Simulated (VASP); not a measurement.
Runs of VASP 6.6.1 on CsPbCl3. The structure is that of space group P4/mmm (No. 123), or close to it. The cells are those of the table. 

| cell | gap on the mesh (eV) | pressure (GPa) |
| --- | --- | --- |
| a = 5.136, b = 5.136, c = 6.676 Å, 5 atoms | (b) | (c) |
| a = 5.763, b = 5.763, c = 5.302 Å, 5 atoms | 1.49 | (a) |
| a = 6.089, b = 6.089, c = 4.749 Å, 5 atoms | 0.08 | 4.3 |
| a = 5.430, b = 5.430, c = 5.973 Å, 5 atoms | 1.26 | 0.7 |

Alike in all rows: task single point; level PBEsol; potentials or basis VASP PAW PBE potentials, release 64 (Cs_sv, Pb_d, Cl); no spin polarisation; k mesh 6 × 6 × 6; cutoff (eV) 520; smearing gaussian 0.05 eV.

Question: Estimate the missing entries.

Answer: (a) 0.6; (b) 0.06; (c) 3.9.

Caveats: the PAW data sets were made with another functional, which shifts forces and pressure a little; spin-orbit coupling is left out, which moves the levels of the heavy elements; the cell stands under pressure (at least some runs).

A k mesh can miss the band edges, and the runs leave out spin-orbit coupling on Cs, Pb.
